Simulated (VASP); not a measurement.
# Hg (Pm-3m) in VASP: a series of runs

Runs on Hg. Level: r2SCAN. Tasks: single point.

All numbers are computed with VASP 6.6.1; they aren't measurements. Logs are shortened: lines on timing, memory, paths and dates and some standing lists are left out, and cuts for length are marked.

## Step 1: The cell of the first run

The structure is cubic, space group Pm-3m (No. 221). Conventional cell: a = 3.009 Å, b = 3.009 Å, c = 3.009 Å, α = 90.00°, β = 90.00°, γ = 90.00°. Hg (site symmetry m-3m) has 6 Hg at 3.01 Å within 4.0 Å.

## Step 2: Single point, r2SCAN

Input file POSCAR:

```
Hg
1.0
    3.0088626849      0.0000000000      0.0000000000
    0.0000000000      3.0088626849      0.0000000000
    0.0000000000      0.0000000000      3.0088626849
Hg
1
Direct
    0.0000000000      0.0000000000      0.0000000000
```

Input file INCAR.step1:

```
SYSTEM = Hg
ALGO = Normal
EDIFF = 1E-4
ENCUT = 520
GGA = PE
ISMEAR = -1
LASPH = .TRUE.
LCHARG = .FALSE.
LREAL = .FALSE.
LWAVE = .TRUE.
NBANDS = 12
NELM = 80
PREC = Accurate
SIGMA = 0.1
```

Input file INCAR.step2:

```
SYSTEM = Hg
ALGO = Normal
EDIFF = 1E-6
ENCUT = 520
ISIF = 2
ISMEAR = -1
ISTART = 1
LASPH = .TRUE.
LCHARG = .TRUE.
LELF = .TRUE.
LMIXTAU = .TRUE.
LREAL = .FALSE.
LVHAR = .TRUE.
LWAVE = .FALSE.
METAGGA = R2SCAN
NBANDS = 12
NELM = 80
PREC = Accurate
SIGMA = 0.1
```

Input file KPOINTS:

```
k-points
0
G
  11 11 11
  0 0 0
```

Potentials or basis: VASP PAW PBE potentials, release 64 (Hg).

On the command line:

```console
cat potpaw_PBE.64/Hg/POTCAR > POTCAR
cp INCAR.step1 INCAR
mpirun -np 1 vasp_std > vasp.out
cp INCAR.step2 INCAR
mpirun -np 1 vasp_std > vasp.out
```

OUTCAR:

```text
SYSTEM = Hg
   EDIFF = 1E-6
   ENCUT = 520
   ISIF = 2
   ISMEAR = -1
   ISTART = 1
   LASPH = .TRUE.
   LREAL = .FALSE.
   METAGGA = R2SCAN
   NELM = 80
   PREC = Accurate

 ion  position               nearest neighbor table
   1  0.000  0.000  0.000-

  LATTYP: Found a simple cubic cell.
 ALAT       =     3.0088626849

  Lattice vectors:

 A1 = (   3.0088626849,   0.0000000000,   0.0000000000)
 A2 = (   0.0000000000,   3.0088626849,   0.0000000000)
 A3 = (   0.0000000000,   0.0000000000,   3.0088626849)

Analysis of symmetry for initial positions (statically):
=====================================================================
 Subroutine PRICEL returns:
 Original cell was already a primitive cell.

 Routine SETGRP: Setting up the symmetry group for a
 simple cubic supercell.

 Subroutine GETGRP returns: Found 48 space group operations
 (whereof 48 operations were pure point group operations)
 out of a pool of 48 trial point group operations.

The static configuration has the point symmetry O_h .

Analysis of symmetry for dynamics (positions and initial velocities):
=====================================================================
 Subroutine PRICEL returns:
 Original cell was already a primitive cell.

 Routine SETGRP: Setting up the symmetry group for a
 simple cubic supercell.

 Subroutine GETGRP returns: Found 48 space group operations
 (whereof 48 operations were pure point group operations)
 out of a pool of 48 trial point group operations.

The dynamic configuration has the point symmetry O_h .

 Subroutine INISYM returns: Found 48 space group operations
 (whereof 48 operations are pure point group operations),
 and found     1 'primitive' translations

----------------------------------------------------------------------------------------

                                     Primitive cell

  volume of cell :      27.2400

  direct lattice vectors                    reciprocal lattice vectors
     3.008862685  0.000000000  0.000000000     0.332351491  0.000000000  0.000000000
     0.000000000  3.008862685  0.000000000     0.000000000  0.332351491  0.000000000
     0.000000000  0.000000000  3.008862685     0.000000000  0.000000000  0.332351491

  length of vectors
     3.008862685  3.008862685  3.008862685     0.332351491  0.332351491  0.332351491

  position of ions in fractional coordinates (direct lattice)
     0.000000000  0.000000000  0.000000000

  ion indices of the primitive-cell ions
   primitive index   ion index
                 1           1

----------------------------------------------------------------------------------------

 KPOINTS: k-points

Automatic generation of k-mesh.
 Grid dimensions read from file:
 generate k-points for:   11   11   11

 Generating k-lattice:

  Cartesian coordinates                     Fractional coordinates (reciprocal lattice)
     0.030213772  0.000000000  0.000000000     0.090909091  0.000000000  0.000000000
     0.000000000  0.030213772  0.000000000     0.000000000  0.090909091  0.000000000
     0.000000000  0.000000000  0.030213772     0.000000000  0.000000000  0.090909091

  Length of vectors
     0.030213772  0.030213772  0.030213772

  Shift w.r.t. Gamma in fractional coordinates (k-lattice)
     0.000000000  0.000000000  0.000000000

 Subroutine IBZKPT returns following result:
 ===========================================

 Found     56 irreducible k-points:

 Following reciprocal coordinates:
            Coordinates               Weight
  0.000000  0.000000  0.000000      1.000000
  0.090909  0.000000  0.000000      6.000000
  0.181818  0.000000  0.000000      6.000000
  0.272727  0.000000  0.000000      6.000000
  0.363636  0.000000  0.000000      6.000000
  0.454545  0.000000  0.000000      6.000000
[... 16 lines left out ...]
  0.181818  0.090909  0.090909     24.000000
  0.272727  0.090909  0.090909     24.000000
 [... further k-points ...]
   k-points           NKPTS =     56   k-points in BZ     NKDIM =     56   number of bands    NBANDS=     12
   number of dos      NEDOS =    301   number of ions     NIONS =      1
   total plane-waves  NPLWV =  13824
   dimension x,y,z NGX =    24 NGY =   24 NGZ =   24
   dimension x,y,z NGXF=    48 NGYF=   48 NGZF=   48
   ions per type =               1
   NGX,Y,Z   is equivalent  to a cutoff of  13.26, 13.26, 13.26 a.u.
   NGXF,Y,Z  is equivalent  to a cutoff of  26.52, 26.52, 26.52 a.u.
 SYSTEM =  Hg
   PREC   = accura    normal or accurate (medium, high low for compatibility)
   ISTART =      1    job   : 0-new  1-cont  2-samecut
   ICHARG =      0    charge: 1-file 2-atom 10-const
   ISPIN  =      1    spin polarized calculation?
   LNONCOLLINEAR =      F non collinear calculations
   LSORBIT =      F    spin-orbit coupling
   LASPH  =      T    aspherical Exc in radial PAW
   ENCUT  =  520.0 eV  38.22 Ry    6.18 a.u.   5.59  5.59  5.59*2*pi/ulx,y,z
   NELM   =     80;   NELMIN=  2; NELMDL=  0     # of ELM steps
   EDIFF  = 0.1E-05   stopping-criterion for ELM
   LREAL  =      F    real-space projection
   EDIFFG = 0.1E-04   stopping-criterion for IOM
   NSW    =      0    number of steps for IOM
   IBRION =     -1    ionic relax: 0-MD 1-quasi-New 2-CG
   NFREE  =      0    steps in history (QN), initial steepest desc. (CG)
   ISIF   =      2    stress and relaxation
   ISYM   =      2    0-nonsym 1-usesym 2-fastsym
   POTIM  = 0.5000    time-step for ionic-motion
   TEBEG  =    0.0;   TEEND  =   0.0 temperature during run
   PSTRESS=    0.0 pullay stress
   NELECT =      12.0000    total number of electrons
   NUPDOWN=      -1.0000    fix difference up-down
   EMIN   =  10.00;   EMAX   =-10.00  energy-range for DOS
   EFERMI =   0.00;   METHOD = LEGACY
   ISMEAR =    -1;   SIGMA  =   0.10  broadening in eV -4-tet -1-fermi 0-gaus
   EFERMI_NEDOS =   21; number of points for ismear=-14 and -15
   IALGO  =     38    algorithm
   IMIX   =      4    mixing-type and parameters
     AMIX     =   0.40;   BMIX     =  1.00
     AMIX_MAG =   1.60;   BMIX_MAG =  1.00
  volume/ion in A,a.u.               =      27.24       183.82
  Fermi-wavevector in a.u.,A,eV,Ry     =   1.245660  2.353956 21.111739  1.551669
  Thomas-Fermi vector in A             =   2.379872
   LORBIT       =      0    0 simple, 1 ext, 2 COOP (PROOUT), +10 PAW based schemes
   METAGGA = R2SCAN    functional components
   LHFCALC =     F    Hartree Fock is set to
   AEXX    =    0.0000 exact exchange contribution
   IVDW    =     0    specifies the selected vdW correction
   LEPSILON=     F    determine dielectric tensor
   LRPA    =     F    only Hartree local field effects (RPA)
 non-spin polarized calculation
  energy-cutoff  :      520.00
  volume of cell :       27.24
 maximum number of plane-waves:       744
 NGX is ok and might be reduce to    24
   NGX = 11   NGY = 11   NGZ = 11

 number of electron      12.0000002 magnetization

 Free energy of the ion-electron system (eV)
  ---------------------------------------------------
  ext. energy  EPLUGINS =         0.00000000
  ---------------------------------------------------
  free energy    TOTEN  =       -49.35154140 eV

  energy without entropy =      -49.34155593  energy(sigma->0) =      -49.34654867

 E-fermi :   1.6824     XC(G=0): -10.5966

 val. band max:        1.6376842495   @ k =   0.4545   0.1818   0.0909
 cond. band min:       1.8772382096   @ k =   0.4545   0.4545   0.1818
 fundamental gap:      0.2395539601
 Fermi energy:         1.6824485089

 k-point     1 :       0.0000    0.0000    0.0000
  band No.  band energies     occupation
      1      -6.8125      2.00000
      2      -6.6538      2.00000
      3      -6.6538      2.00000
      4      -4.5539      2.00000
      5      -4.5539      2.00000
      6      -4.5539      2.00000
      7      12.0974      0.00000
      8      12.0974      0.00000
      9      12.0974      0.00000
     10      15.6097      0.00000
     11      17.5900      0.00000
     12      17.5900      0.00000

 k-point     2 :       0.0909    0.0000    0.0000
  band No.  band energies     occupation
      1      -6.7037      2.00000
      2      -6.6402      2.00000
      3      -6.5067      2.00000
      4      -4.6102      2.00000
      5      -4.6102      2.00000
      6      -4.5492      2.00000
      7      10.5077      0.00000
      8      12.3188      0.00000
      9      12.3188      0.00000
     10      16.1946      0.00000
     11      17.5381      0.00000
     12      18.8464      0.00000

 k-point     3 :       0.1818    0.0000    0.0000
  band No.  band energies     occupation
      1      -6.6033      2.00000
      2      -6.5828      2.00000
      3      -5.8780      2.00000
      4      -4.7576      2.00000
      5      -4.7576      2.00000
      6      -4.5364      2.00000
      7       7.9154      0.00000
      8      12.9504      0.00000
      9      12.9504      0.00000
     10      16.5447      0.00000
     11      17.3896      0.00000
     12      21.8263      0.00000

 k-point     4 :       0.2727    0.0000    0.0000
  band No.  band energies     occupation
      1      -6.5545      2.00000
      2      -6.4501      2.00000
      3      -4.9435      2.00000
      4      -4.9435      2.00000
      5      -4.8204      2.00000
      6      -4.5197      2.00000
      7       5.3168      0.00000
      8      13.8984      0.00000
      9      13.8984      0.00000
     10      16.8255      0.00000
     11      17.1744      0.00000
     12      23.6887      0.00000

 k-point     5 :       0.3636    0.0000    0.0000
  band No.  band energies     occupation
      1      -6.5091      2.00000
      2      -6.3270      2.00000
      3      -5.1077      2.00000
      4      -5.1077      2.00000
      5      -4.5042      2.00000
      6      -3.3994      2.00000
      7       2.8686      0.00001
      8      14.9947      0.00000
      9      14.9947      0.00000
     10      16.9566      0.00000
     11      17.1262      0.00000
     12      22.2632      0.00000
[... 228 lines left out ...]
      1      -6.3510      2.00000
      2      -6.1838      2.00000
      3      -5.1021      2.00000
      4      -5.0995      2.00000
      5      -4.0240      2.00000
      6       1.3834      1.90430
      7       3.5209      0.00000
      8       4.2110      0.00000
      9       9.6327      0.00000
     10      19.9041      0.00000
     11      20.2603      0.00000
     12      20.6727      0.00000

 k-point    22 :       0.0909    0.0909    0.0909
  band No.  band energies     occupation
      1      -6.4910      2.00000
      2      -6.4910      2.00000
      3      -6.3370      2.00000
      4      -4.6651      2.00000
      5      -4.6581      2.00000
      6      -4.6581      2.00000
      7      10.5963      0.00000
      8      11.0796      0.00000
      9      11.0796      0.00000
     10      18.2275      0.00000
     11      18.9841      0.00000
     12      18.9841      0.00000

 k-point    23 :       0.1818    0.0909    0.0909
  band No.  band energies     occupation
      1      -6.4545      2.00000
      2      -6.3551      2.00000
      3      -5.7556      2.00000
      4      -4.8118      2.00000
      5      -4.7799      2.00000
      6      -4.6447      2.00000
      7       8.2826      0.00000
      8      11.3140      0.00000
      9      11.6574      0.00000
     10      18.7602      0.00000
     11      18.7730      0.00000
     12      21.5971      0.00000

 k-point    24 :       0.2727    0.0909    0.0909
  band No.  band energies     occupation
      1      -6.4056      2.00000
      2      -6.2233      2.00000
      3      -5.1697      2.00000
      4      -5.0059      2.00000
      5      -4.6393      2.00000
      6      -4.4810      2.00000
      7       5.6785      0.00000
      8      12.1231      0.00000
      9      12.5281      0.00000
     10      18.2435      0.00000
     11      18.8263      0.00000
     12      21.5406      0.00000

 [... further k-points ...]

------------------------ aborting loop because EDIFF is reached ----------------------------------------

  FORCE on cell =-STRESS in cart. coord.  units (eV):
  Direction    XX          YY          ZZ          XY          YZ          ZX
  --------------------------------------------------------------------------------------
  -------------------------------------------------------------------------------------
  Total        0.0668502      0.0668502      0.0668502     -0.0000000      0.0000000     -0.0000000
  in kB        3.9319317      3.9319317      3.9319317     -0.0000000      0.0000000     -0.0000000
  external PRESSURE =       3.9319317 kB  Pullay stress =       0.0000000 kB

 VOLUME and BASIS-vectors are now :
 -----------------------------------------------------------------------------
  energy-cutoff  :      520.00
  volume of cell :       27.24
      direct lattice vectors                 reciprocal lattice vectors
     3.008862685  0.000000000  0.000000000     0.332351491  0.000000000  0.000000000
     0.000000000  3.008862685  0.000000000     0.000000000  0.332351491  0.000000000
     0.000000000  0.000000000  3.008862685     0.000000000  0.000000000  0.332351491

 POSITION                                       TOTAL-FORCE (eV/Angst)
 -----------------------------------------------------------------------------------
      0.00000      0.00000      0.00000         0.000000      0.000000      0.000000
 -----------------------------------------------------------------------------------
    total drift:                                0.000000      0.000000      0.000000

  FREE ENERGIE OF THE ION-ELECTRON SYSTEM (eV)
  ---------------------------------------------------
  free  energy   TOTEN  =       -49.3515414012 eV

  energy  without entropy=      -49.3415559295  energy(sigma->0) =      -49.34654867
```

Wall time 17 s (1 thread of Intel Xeon 6975P-C (Granite Rapids), shared host); peak memory 0.16 GiB.

Results:

- Free energy: -49.3515 eV
- Pressure: 0.4 GPa
- Band gap on the k mesh: zero (bands 6 and 7 overlap by 4.03 eV)

Caveat: the PAW data sets were made with another functional, which shifts forces and pressure a little; spin-orbit coupling is left out, which moves the levels of the heavy elements.

## Step 3: Single point, r2SCAN (23.97 Å³/atom)

This run uses another cell than the first one, of 23.97 Å³/atom.

Input file POSCAR:

```
Hg
1.0
    2.8833448831      0.0000000000      0.0000000000
    0.0000000000      2.8833448831      0.0000000000
    0.0000000000      0.0000000000      2.8833448831
Hg
1
Direct
    0.0000000000      0.0000000000      0.0000000000
```

Input file INCAR.step1:

```
ALGO = Normal
EDIFF = 1E-4
ENCUT = 520
GGA = PE
ISMEAR = -1
LASPH = T
LCHARG = F
LREAL = F
LWAVE = T
NBANDS = 12
NELM = 60
PREC = Accurate
SIGMA = 0.1
```

Input file INCAR.step2:

```
ALGO = Normal
EDIFF = 1E-6
ENCUT = 520
ISIF = 2
ISMEAR = -1
ISTART = 1
LASPH = T
LCHARG = F
LMIXTAU = T
LREAL = F
LWAVE = F
METAGGA = R2SCAN
NBANDS = 12
NELM = 60
PREC = Accurate
SIGMA = 0.1
```

Input file KPOINTS:

```
k-points
0
Gamma
  12 12 12
```

Potentials or basis: VASP PAW PBE potentials, release 64 (Hg).

On the command line:

```console
cat potpaw_PBE.64/Hg/POTCAR > POTCAR
cp INCAR.step1 INCAR
mpirun -np 1 vasp_std > vasp.out
cp INCAR.step2 INCAR
mpirun -np 1 vasp_std > vasp.out
```

Run time: 23 s. Hardware: 1 thread of Intel Xeon 6975P-C (Granite Rapids), shared host; peak memory 0.15 GiB.

The run converged. Its results:

- Free energy: -49.2834 eV
- Pressure: 6.9 GPa
- Band gap on the k mesh: zero (bands 6 and 7 overlap by 7.48 eV)

Levels at points of the mesh, in eV from the Fermi level:
```
           k point  band 4  band 5  band 6  band 7  band 8  band 9
(0.00, 0.00, 0.00)   -6.46   -6.46   -6.46   11.01   11.01   11.01
(0.50, 0.00, 0.00)   -7.32   -6.38   -2.79   -2.29   15.45   15.54
(0.50, 0.50, 0.00)   -7.18   -5.67    1.31    1.38    1.38    8.02
(0.50, 0.50, 0.50)   -5.62   -5.62    5.19    5.19    5.19    6.21
```

Caveat: the cell stands under pressure; the PAW data sets were made with another functional, which shifts forces and pressure a little; spin-orbit coupling is left out, which moves the levels of the heavy elements.

(Continued in part 2 of 3.)

The gap in the log of VASP goes by the Fermi energy; the results here count the filled bands.